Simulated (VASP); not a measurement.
Set up this calculation in VASP 6.6.1, as the native input.

```yaml
Task: single point
Functional: PBE
Potentials_or_basis: VASP PAW PBE potentials, release 64 (Re)
Cutoff: 520 eV
k_mesh: 11 × 11 × 6
Occupations: gaussian, width 0.011 eV
Spin: no spin polarisation
Dipole_correction: no
Further_INCAR_settings: ALGO = Fast; EDIFF = 1e-06; NBANDS = 14
```

The structure of Re lies in POSCAR:

```
Re
1.0
    2.7608000000      0.0000000000      0.0000000000
   -1.3804000000      2.3909229348      0.0000000000
    0.0000000000      0.0000000000      4.4582000000
Re
2
Direct
    0.6666666667      0.3333333333      0.7500000000
    0.3333333333      0.6666666667      0.2500000000
```

The input as run:

INCAR

```
SYSTEM = Re
ALGO     = Fast           ! electronic algorithm
EDIFF    = 1E-6           ! SCF threshold, eV
ENCUT    = 520            ! plane-wave cutoff, eV
GGA      = PE             ! functional
ISIF     = 2              ! what is computed and relaxed
ISMEAR   = 0              ! smearing method
LASPH    = .True.         ! aspherical terms in the spheres
LCHARG   = .False.        ! write CHGCAR
LREAL    = .False.        ! projectors in reciprocal space
LWAVE    = .False.        ! write WAVECAR
NBANDS   = 14             ! bands
NELM     = 100            ! most SCF steps
PREC     = Accurate       ! precision mode
SIGMA    = 0.011          ! smearing width, eV
```

KPOINTS

```
k-points
0
Gamma
  11 11 6
  0 0 0
```

Potentials or basis: VASP PAW PBE potentials, release 64 (Re).

Run with:

```console
$ cat potpaw_PBE.64/Re/POTCAR > POTCAR
$ mpirun -np 1 vasp_std > vasp.out
```

It gave:

* Pressure: 5.5 GPa
* Band gap on the k mesh: zero (band 7 reaches 9.23 eV, above the bottom of band 8 at 6.18 eV)

Caveat: spin-orbit coupling is left out, which moves the levels of the heavy elements.

Run time: 19 s on 1 thread of Intel(R) Xeon(R) Platinum 8488C (Sapphire Rapids), with other jobs on the host, peak memory 0.16 GiB.
